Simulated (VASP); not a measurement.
## Si2W: single point with PBEsol

Crystal: Si2W.

```xyz
3
Lattice="-1.6015 1.6015 3.9073 1.6014 -1.6014 3.9072 1.6015 1.6014 -3.9073" Properties=species:S:1:pos:R:3 pbc="T T T"
Si    0.0000    0.0000    2.6140
Si   -0.0001    0.0000    5.2005
W     0.0000    0.0000    0.0000
```

```
Program             : VASP 6.6.1
Task                : single point
Functional          : PBEsol
Potentials or basis : VASP PAW PBE potentials, release 64 (Si, W_sv)
Cutoff              : 520 eV
k mesh              : 14 × 14 × 14
Occupations         : gaussian, width 0.15 eV
Spin                : no spin polarisation
```

```
Pressure               : 0.3 GPa
Largest force          : 0.004 eV/Å
Band gap on the k mesh : zero (bands 11 and 12 overlap by 1.29 eV)
```

Forces on the atoms (eV/Å):
```
Si   0.000  0.000 -0.004
Si   0.000  0.000  0.004
W    0.000  0.000  0.000
```

Levels at points of the mesh, in eV from the Fermi level:
```tsv
k point	band 7	band 8	band 9	band 10	band 11	band 12	band 13	band 14	band 15	band 16
(0.00, 0.00, 0.00)	-3.72	-3.40	-2.86	-2.86	0.63	2.82	2.87	3.13	3.13	4.65
(0.50, 0.00, 0.00)	-5.79	-4.87	-2.81	-2.81	-0.45	2.73	2.82	3.97	4.48	5.12
(0.50, 0.00, 0.50)	-5.79	-4.87	-2.81	-2.81	-0.45	2.73	2.82	3.96	4.48	5.12
(0.00, 0.50, 0.00)	-5.79	-4.87	-2.81	-2.81	-0.45	2.73	2.82	3.97	4.48	5.12
(0.00, 0.50, 0.50)	-5.79	-4.87	-2.81	-2.81	-0.45	2.73	2.82	3.97	4.48	5.12
(0.50, 0.50, 0.00)	-6.04	-5.47	-5.05	-3.30	-1.75	2.83	3.00	3.16	3.91	4.32
(0.00, 0.00, 0.50)	-6.04	-5.47	-5.05	-3.30	-1.75	2.83	3.00	3.16	3.91	4.32
(0.50, 0.50, 0.50)	-3.92	-2.62	-0.82	-0.82	-0.51	-0.51	0.81	4.53	4.99	6.12
```

Run time: 8.4 min on 1 thread of Intel(R) Xeon(R) 6975P-C (Granite Rapids), on a shared host, peak memory 0.97 GiB.

Caveat: the PAW data sets were made with another functional, which shifts forces and pressure a little; spin-orbit coupling is left out, which moves the levels of the heavy elements.
